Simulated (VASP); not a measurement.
Set up this calculation in VASP 6.6.1, as the native input.

| Property | Result |
| --- | --- |
| Task | single point |
| Functional | PBE |
| Potentials or basis | VASP PAW PBE potentials, release 64 (Li_sv, Bi_d) |
| Cutoff | 520 eV |
| k mesh | 4 × 4 × 6 |
| Occupations | gaussian, width 0.1 eV |
| Spin | no spin polarisation |
| Dipole correction | no |
| Further INCAR settings | ALGO = Normal; EDIFF = 1e-06; NBANDS = 32 |

The structure of LiBi3 lies in POSCAR:

```
LiBi3
1.0
    6.4067018647      0.0000000000      0.0000000000
    0.0000000000      6.4067018647      0.0000000000
    0.0000000000      0.0000000000      3.1554724076
Li Bi
1 3
Direct
    0.5000000000      0.5000000000      0.5000000000
    0.0000000000      0.0000000000      0.0000000000
    0.0000000000      0.5000000000      0.0000000000
    0.5000000000      0.0000000000      0.0000000000
```

The cell was built from a structure type or drawn by symmetry, and may not be a known phase.

These files were run (other wordings do the same):

INCAR

```
SYSTEM = LiBi3
PREC = Accurate
ENCUT = 520
EDIFF = 1E-6
ISMEAR = 0
SIGMA = 0.1
LREAL = .False.
LASPH = .True.
NELM = 60
ALGO = Normal
ISIF = 2
LWAVE = .False.
LCHARG = .True.
GGA = PE
LELF = .True.
LVHAR = .True.
NBANDS = 32
```

KPOINTS

```
regular mesh
0
Gamma
  4 4 6
  0 0 0
```

Potentials or basis: VASP PAW PBE potentials, release 64 (Li_sv, Bi_d).

The run is started by

```sh
$ cat potpaw_PBE.64/Li_sv/POTCAR potpaw_PBE.64/Bi_d/POTCAR > POTCAR
$ mpirun -np 1 vasp_std > vasp.out
```

It gave:

```yaml
Band_gap_on_the_k_mesh: zero (bands 24 and 25 overlap by 2.17 eV)
```

Caveat: spin-orbit coupling is left out, which moves the levels of the heavy elements.

Wall time 59 s on 1 thread of Intel(R) Xeon(R) Platinum 8259CL CPU @ 2.50GHz (Skylake/Cascade Lake), on a shared host, peak memory 0.25 GiB.
